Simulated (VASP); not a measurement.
Runs of VASP 6.6.1 on Cu. The structure is that of space group P6_3/mmc (No. 194), or close to it. The cells are those of the table. 

| cell | gap on the mesh (eV) | pressure (GPa) |
| --- | --- | --- |
| a = 2.559, b = 2.559, c = 4.153 Å, angles 90.0, 90.0, 120.0°, 2 atoms | none | (b) |
| a = 2.584, b = 2.584, c = 4.193 Å, angles 90.0, 90.0, 120.0°, 2 atoms | none | -9.1 |
| a = 2.482, b = 2.482, c = 4.029 Å, angles 90.0, 90.0, 120.0°, 2 atoms | none | 10.5 |
| a = 2.508, b = 2.508, c = 4.071 Å, angles 90.0, 90.0, 120.0°, 2 atoms | none | 4.1 |
| a = 2.534, b = 2.534, c = 4.113 Å, angles 90.0, 90.0, 120.0°, 2 atoms | none | (a) |

Alike in all rows: task single point; level PBEsol; potentials or basis VASP PAW PBE potentials, release 64 (Cu); no spin polarisation; k mesh 13 × 13 × 7; cutoff (eV) 520; smearing methfessel-paxton 0.15 eV.

Estimate the missing entries.

(a) -1.1; (b) -5.5.

Caveats: the PAW data sets were made with another functional, which shifts forces and pressure a little.

A gap of «none» marks levels without a gap at the run's occupations.
